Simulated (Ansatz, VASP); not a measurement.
**BAs in VASP and in Ansatz**

INCAR

```
SYSTEM = BAs
PREC = Accurate ; ENCUT = 520
EDIFF = 1E-6 ; ISMEAR = -1
SIGMA = 0.2 ; LREAL = .False.
LASPH = .True. ; NELM = 100
ALGO = Normal ; ISIF = 2
LWAVE = .False. ; LCHARG = .False.
NBANDS = 11
```

Contents of KPOINTS:

```
Automatic mesh
0
Gamma
  12 12 12
  0 0 0
```

The input POSCAR:

```
BAs
1.0
    0.0000000000      2.4212232444      2.3243743146
    2.4212232444      0.0000000000      2.3243743146
    2.4212232444      2.4212232444      0.0000000000
B As
1 1
Direct
    0.0000000000      0.0000000000      0.0000000000
    0.7500000000      0.7500000000      0.7500000000
```

Input for Ansatz:

```yaml
crystal:
  lattice:
    - [0.0, 2.4212232444, 2.3243743146]
    - [2.4212232444, 0.0, 2.3243743146]
    - [2.4212232444, 2.4212232444, 0.0]
  atoms:
    - { symbol: B, position: [0.0, 0.0, 0.0] }
    - { symbol: As, position: [0.75, 0.75, 0.75] }
basis:
  ecutwfc: 420
kpoints:
  mp_grid: { grid: [12, 12, 12] }
hamiltonian:
  xc: lda
scf:
  occupations: { method: fermi_dirac, width: 0.2 }
output:
  forces: true
  stress: true
  eigenvalues: true
```

Alike in both runs: task single point; functional LDA; k mesh 12 × 12 × 12; occupations fermi-dirac, width 0.2 eV; no spin polarisation.

|  | VASP | Ansatz |
| --- | --- | --- |
| version | VASP 6.6.1 | Ansatz 0.2.0 |
| potentials or method | VASP PAW LDA potentials, release 64 (B, As), cutoff 520 eV | scalar-relativistic, plane waves, PAW |
| valence electrons in the cell | 8 | 18 |

|  | VASP | Ansatz | Ansatz less VASP |
| --- | --- | --- | --- |
| gap on the k mesh at the Fermi level (eV) | 0.53 | 0.54 | +0.008 |
| least direct gap on the mesh (eV) | 2.83 | 2.84 | +0.003 |
| pressure (GPa) | -3.1 | -3.9 | -0.84 |
| traceless stress, the component that is largest in VASP (GPa) | 5.18 | 5.21 | +0.032 |

LDA's correlation is that of Perdew and Zunger in VASP and of Perdew and Wang (1992) in Ansatz. VASP's potentials hold 8 valence electrons a cell and Ansatz's 18, so a difference there can come from the potentials and not from the codes.
